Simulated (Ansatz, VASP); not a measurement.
# One calculation of GePt, two programs

```xyz
8
Lattice="5.8300 0.0000 0.0000 0.0000 3.7441 0.0000 0.0000 0.0000 6.1767" Properties=species:S:1:pos:R:3 pbc="T T T"
Ge    1.0831    0.9360    3.6313
Ge    1.8319    2.8080    0.5429
Ge    3.9982    0.9360    5.6338
Ge    4.7469    2.8080    2.5454
Pt    5.8174    0.9360    1.1872
Pt    2.9276    2.8080    4.2755
Pt    2.9024    0.9360    1.9012
Pt    0.0126    2.8080    4.9896
```

Alike in both runs: functional PBE; k mesh 4 × 6 × 4; occupations gaussian, width 0.1 eV; no spin polarisation.

Ansatz relaxed the structure, and its values are those at the end. VASP's run is a single point on that final structure, the one shown.

|  | VASP | Ansatz |
| --- | --- | --- |
| version | VASP 6.6.1 | Ansatz 0.2.0 |
| potentials or method | VASP PAW PBE potentials, release 64 (Ge_d, Pt), cutoff 520 eV | scalar-relativistic, plane waves, PAW |
| valence electrons in the cell | 96 | 128 |

```tsv
	VASP	Ansatz	Ansatz less VASP
gap on the k mesh at the Fermi level (eV)	none	none	-
pressure (GPa)	0.1	0.1	+0.01
rms of the force components (eV/Å)	0.008	0.008	-0.0006
```

A gap of «none» marks a metal or a gap that the smearing closes. VASP's potentials hold 96 valence electrons a cell and Ansatz's 128, so a difference there can come from the potentials and not from the codes.

Neither program's run includes spin-orbit coupling.
